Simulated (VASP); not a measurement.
# HfB2: relaxation of cell and atoms with PBEsol

Crystal: HfB2.

```
Hf B
1.0
     3.14000    0.00000    0.00000
    -1.57000    2.71932    0.00000
     0.00000    0.00000    3.48000
Hf B
1 2
Direct
  0.00000 0.00000 0.00000
  0.66667 0.33333 0.50000
  0.33333 0.66667 0.50000
```

| Item | Value |
| --- | --- |
| Program | VASP 6.6.1 |
| Task | relaxation of cell and atoms |
| Functional | PBEsol |
| Potentials or basis | VASP PAW PBE potentials, release 64 (Hf_pv, B) |
| Cutoff | 600 eV |
| k mesh | 10 × 10 × 8 |
| Occupations | fermi-dirac, width 0.05 eV |
| Spin | no spin polarisation |
| Dipole correction | no |
| Further INCAR settings | ALGO = Normal; EDIFF = 1e-06; IBRION = 2; EDIFFG = -0.01; NSW = 60; ISIF = 3 |

- Relaxed volume: 9.73 Å³/atom
- Relaxed cell: a = 3.125 Å, b = 3.125 Å, c = 3.452 Å, α = 90.00°, β = 90.00°, γ = 120.00°
- Space group after relaxing (to 0.05 Å): P6/mmm (No. 191)
- Energy gained by relaxing: 2.5 meV/atom
- Ionic steps: 5
- Pressure after relaxing: 0.1 GPa
- Band gap on the k mesh: zero (band 8 reaches 8.24 eV, above the bottom of band 9 at 7.43 eV)

The path:
| step | energy change (eV) | largest force (eV/Å) | pressure (GPa) | volume (Å³) |
| --- | --- | --- | --- | --- |
| 1 | 0.0000 | 0.0000 | -4.46 | 29.71 |
| 2 | 0.0052 | 0.0000 | 6.30 | 28.54 |
| 3 | -0.0073 | 0.0000 | 0.02 | 29.20 |
| 4 | -0.0073 | 0.0000 | 0.10 | 29.19 |
| 5 | -0.0075 | 0.0000 | 0.08 | 29.19 |

Final structure:
```yaml
crystal:
  lattice:
    - [3.12463, 0.00000, 0.00000]
    - [-1.56232, 2.70601, 0.00000]
    - [0.00000, 0.00000, 3.45199]
  atoms:
    - { symbol: Hf, position: [0.00000, 0.00000, 0.00000] }
    - { symbol: B, position: [0.66667, 0.33333, 0.50000] }
    - { symbol: B, position: [0.33333, 0.66667, 0.50000] }
```

Levels at points of the mesh, in eV from the Fermi level:
```tsv
k point	band 6	band 7	band 8	band 9	band 10	band 11
(0.00, 0.00, 0.00)	-2.82	-2.82	-2.59	4.21	4.21	4.91
(0.50, 0.00, 0.00)	-4.05	-3.30	-2.82	2.32	2.88	5.85
(0.00, 0.00, 0.50)	-1.05	-1.05	0.39	0.39	1.11	1.11
(0.50, 0.00, 0.50)	-4.91	-4.66	-2.49	4.25	4.40	6.50
```

Run time: 69 s on 1 thread of Intel Xeon 6975P-C, on a shared host, peak memory 0.19 GiB.

Caveat: the PAW data sets were made with another functional, which shifts forces and pressure a little; spin-orbit coupling is left out, which moves the levels of the heavy elements.
